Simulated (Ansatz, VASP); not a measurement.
**One calculation of Si2C, two programs**

INCAR

```
SYSTEM = Si2C
ALGO     = Normal         ! electronic algorithm
EDIFF    = 1E-6           ! SCF threshold, eV
ENCUT    = 520            ! plane-wave cutoff, eV
GGA      = PE             ! functional
ISIF     = 2              ! what is computed and relaxed
ISMEAR   = 0              ! smearing method
LASPH    = .TRUE.         ! aspherical terms in the spheres
LCHARG   = .FALSE.        ! write CHGCAR
LREAL    = .FALSE.        ! projectors in reciprocal space
LWAVE    = .FALSE.        ! write WAVECAR
NBANDS   = 21             ! bands
NELM     = 100            ! most SCF steps
PREC     = Accurate       ! precision mode
SIGMA    = 0.1            ! smearing width, eV
```

The input KPOINTS:

```
k-points
0
G
  6 6 2
  0 0 0
```

Contents of POSCAR:

```
Si2C
1.0
    2.7395066700      0.0000000000      0.0000000000
   -1.3697533300      2.3724823700      0.0000000000
    0.0000000000      0.0000000000     13.2953734200
Si C
4 2
Direct
    0.3333333300      0.6666666700      0.8333333300
    0.3333333300      0.6666666700      0.1666666700
    0.3333333300      0.6666666700      0.5000000000
    0.6666666700      0.3333333300      0.0000000000
    0.6666666700      0.3333333300      0.3333333300
    0.6666666700      0.3333333300      0.6666666700
```

Input for Ansatz:

```yaml
crystal:
  lattice:
    - [2.73950667, 0.0, 0.0]
    - [-1.36975333, 2.37248237, 0.0]
    - [0.0, 0.0, 13.29537342]
  atoms:
    - { symbol: Si, position: [0.33333333, 0.66666667, 0.83333333] }
    - { symbol: Si, position: [0.33333333, 0.66666667, 0.16666667] }
    - { symbol: Si, position: [0.33333333, 0.66666667, 0.5] }
    - { symbol: Si, position: [0.66666667, 0.33333333, 0.0] }
    - { symbol: C, position: [0.66666667, 0.33333333, 0.33333333] }
    - { symbol: C, position: [0.66666667, 0.33333333, 0.66666667] }
basis:
  ecutwfc: 420
kpoints:
  mp_grid: { grid: [6, 6, 2] }
hamiltonian:
  xc: pbe
scf:
  occupations: { method: gaussian, width: 0.1 }
  lower_state_search: "off"
output:
  forces: true
  stress: true
  eigenvalues: true
```

Alike in both runs: task single point; functional PBE; k mesh 6 × 6 × 2; occupations gaussian, width 0.1 eV; no spin polarisation.

```csv
,VASP,Ansatz
version,VASP 6.6.1,Ansatz 0.2.0
potentials or method,"VASP PAW PBE potentials, release 64 (Si, C), cutoff 520 eV","scalar-relativistic, plane waves, PAW"
valence electrons in the cell,24,24
```

Ansatz gave:

| Property | Result |
| --- | --- |
| gap on the k mesh at the Fermi level (eV) | none |
| pressure (GPa) | -13.8 |
| traceless stress, the component that is largest in VASP (GPa) | -7.30 |
| rms of the force components (eV/Å) | 0.501 |

Task: What did VASP give for the same quantities?

Result: gap on the k mesh at the Fermi level (eV): none; pressure (GPa): -13.8; traceless stress, the component that is largest in VASP (GPa): -7.30; rms of the force components (eV/Å): 0.499.

Atom by atom the forces differ by 0.001 eV/Å (rms over components). A gap of «none» marks a metal or a gap that the smearing closes.

The k mesh is coarse, so the values compare programs but aren't converged.
